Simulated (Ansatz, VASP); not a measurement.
Two plane-wave programs on WSe2

```
W Se
1.0
     3.32085    0.00000    0.00000
    -1.66043    2.87594    0.00000
     0.00000    0.00000   15.05267
W Se
2 4
Direct
  0.66667 0.33333 0.75000
  0.33333 0.66667 0.25000
  0.33333 0.66667 0.86149
  0.66667 0.33333 0.36149
  0.33333 0.66667 0.63851
  0.66667 0.33333 0.13851
```

Alike in both runs: functional PBE; k mesh 12 × 12 × 2; occupations gaussian, width 0.02 eV; no spin polarisation.

Ansatz relaxed the structure, and its values are those at the end. VASP's run is a single point on that final structure, the one shown.

|  | VASP | Ansatz |
| --- | --- | --- |
| version | VASP 6.6.1 | Ansatz 0.2.0 |
| potentials or method | VASP PAW PBE potentials, release 64 (W_sv, Se), cutoff 520 eV | scalar-relativistic, plane waves, PAW |
| valence electrons in the cell | 52 | 92 |

Ansatz gave:

| Item | Value |
| --- | --- |
| gap on the k mesh at the Fermi level (eV) | 1.46 |
| least direct gap on the mesh (eV) | 1.52 |
| pressure (GPa) | 0.0 |
| rms of the force components (eV/Å) | 0.000 |

**Question.** What did VASP give for the same quantities?

**Answer.** gap on the k mesh at the Fermi level (eV): 1.46; least direct gap on the mesh (eV): 1.52; pressure (GPa): 0.3; rms of the force components (eV/Å): 0.021.

The functional is the same, so the differences come from potentials, cutoffs and numerics. VASP's potentials hold 52 valence electrons a cell and Ansatz's 92, so a difference there can come from the potentials and not from the codes.

Neither program's run includes spin-orbit coupling.
